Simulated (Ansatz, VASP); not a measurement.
# One calculation of MnH7, two programs

```
Mn H
1.0
    -2.02358    2.02358    2.02358
     2.02358   -2.02358    2.02358
     2.02358    2.02358   -2.02358
Mn H
1 7
Direct
  0.00000 0.00000 0.00000
  0.00000 0.50000 0.50000
  0.50000 0.50000 0.00000
  0.50000 0.00000 0.50000
  0.00000 0.00000 0.50000
  0.00000 0.50000 0.00000
  0.50000 0.00000 0.00000
  0.50000 0.50000 0.50000
```

Change from the starting cell: species swapped into the Fe7Co type (Im-3m, No. 229).

Alike in both runs: functional PBE; k mesh 6 × 6 × 6; occupations gaussian, width 0.1 eV; collinear spin.

Ansatz relaxed the structure, and its values are those at the end. VASP's run is a single point on that final structure, the one shown.

```csv
,VASP,Ansatz
version,VASP 6.6.1,Ansatz 0.2.0
potentials or method,"VASP PAW PBE potentials, release 64 (Mn_pv, H), cutoff 520 eV","scalar-relativistic, plane waves, PAW"
valence electrons in the cell,20,22
```

Ansatz gave:

* gap on the k mesh at the Fermi level (eV): none
* pressure (GPa): -0.2
* net moment per atom (μB): 0.22
* size of the moment on the site where the two differ most (μB): 1.46

Task: What did VASP give for the same quantities?

Result: gap on the k mesh at the Fermi level (eV): none; pressure (GPa): -0.6; net moment per atom (μB): 0.21; size of the moment on the site where the two differ most (μB): 1.81.

Site moments also hang on the region over which each program counts them. A gap of «none» marks a metal or a gap that the smearing closes. VASP's potentials hold 20 valence electrons a cell and Ansatz's 22, so a difference there can come from the potentials and not from the codes.

The k mesh is coarse, so the values compare programs but aren't converged.
